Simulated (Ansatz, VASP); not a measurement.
# Te2Mo: VASP beside Ansatz

```
Te Mo
1.0
     3.55615    0.00000    0.00000
    -1.77808    3.07972    0.00000
     0.00000    0.00000   32.15288
Te Mo
6 3
Direct
  0.99878 0.99813 0.94376
  0.27104 0.66667 0.70550
  0.27911 0.55822 0.18205
  0.39596 0.66666 0.81795
  0.38727 0.77454 0.29450
  0.00119 0.00223 0.05624
  0.99992 0.00000 0.76171
  0.00007 0.00015 0.23829
  0.33332 0.66680 0.00000
```

Change from the starting cell: mode 10 frozen in at -0.223 Å and mode 15 at -0.334 Å (largest displacements).

Alike in both runs: task single point; functional PBE; k mesh 9 × 9 × 1; occupations gaussian, width 0.05 eV; no spin polarisation.

```csv
,VASP,Ansatz
version,VASP 6.6.1,Ansatz 0.2.0
potentials or method,"VASP PAW PBE potentials, release 64 (Te, Mo_sv), cutoff 520 eV","scalar-relativistic, plane waves, PAW"
valence electrons in the cell,78,138
```

VASP gave:

```
gap on the k mesh at the Fermi level (eV) : 0.96
least direct gap on the mesh (eV)         : 0.96
rms of the force components (eV/Å)        : 0.764
```

Question: What did Ansatz give for the same quantities?

Answer: gap on the k mesh at the Fermi level (eV): 0.97; least direct gap on the mesh (eV): 0.97; rms of the force components (eV/Å): 0.765.

Atom by atom the forces differ by 0.006 eV/Å (rms over components). The functional is the same, so the differences come from potentials, cutoffs and numerics. VASP's potentials hold 78 valence electrons a cell and Ansatz's 138, so a difference there can come from the potentials and not from the codes. Ansatz's warnings: xc potential rough in thin density.

Neither program's run includes spin-orbit coupling.
